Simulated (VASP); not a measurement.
**CaO: single point with PBE**

CaO:

```
Ca O
1.0
     4.05814    0.00000    0.00000
    -2.02907    3.51445    0.00000
     0.00000    0.00000    4.67939
Ca O
2 2
Cartesian
  0.0000 2.3430 3.5095
  2.0291 1.1715 1.1698
  0.0000 2.3430 1.1698
  2.0291 1.1715 3.5095
```

This cell differs from its parent crystal: strain +e along x and -e along y +0.0000, strain +e along z and -e/2 along x and y -0.0267.

```yaml
Program: VASP 6.6.1
Task: single point
Functional: PBE
Potentials_or_basis: VASP PAW PBE potentials, release 64 (Ca_sv, O)
Cutoff: 520 eV
k_mesh: 9 × 9 × 6
Occupations: gaussian, width 0.05 eV
Spin: no spin polarisation
```

| Quantity | Value |
| --- | --- |
| Pressure | 1.1 GPa |
| Band gap on the k mesh | 3.00 eV, direct |

Stress tensor (GPa, compression positive):
```
-0.79  0.00  0.00
 0.00 -0.79  0.00
 0.00  0.00  4.88
```

Levels at points of the mesh, in eV from the valence-band top:
```tsv
k point	band 12	band 13	band 14	band 15	band 16	band 17	band 18	band 19	band 20	band 21
(0.00, 0.00, 0.00)	-1.24	-1.16	-1.16	-1.02	0.00	3.00	5.98	5.98	7.72	7.94
(0.00, 0.00, 0.50)	-1.67	-1.35	-1.35	-1.35	-1.35	4.78	4.78	7.72	7.72	7.72
```

It took 39 s on 1 thread of AMD EPYC 9R45 96-Core Processor (Zen 5), on a shared host, peak memory 0.18 GiB.

Caveat: the cell differs from its parent crystal (strain +e along x and -e along y +0.0000, strain +e along z and -e/2 along x and y -0.0267). A k mesh can miss the band edges.
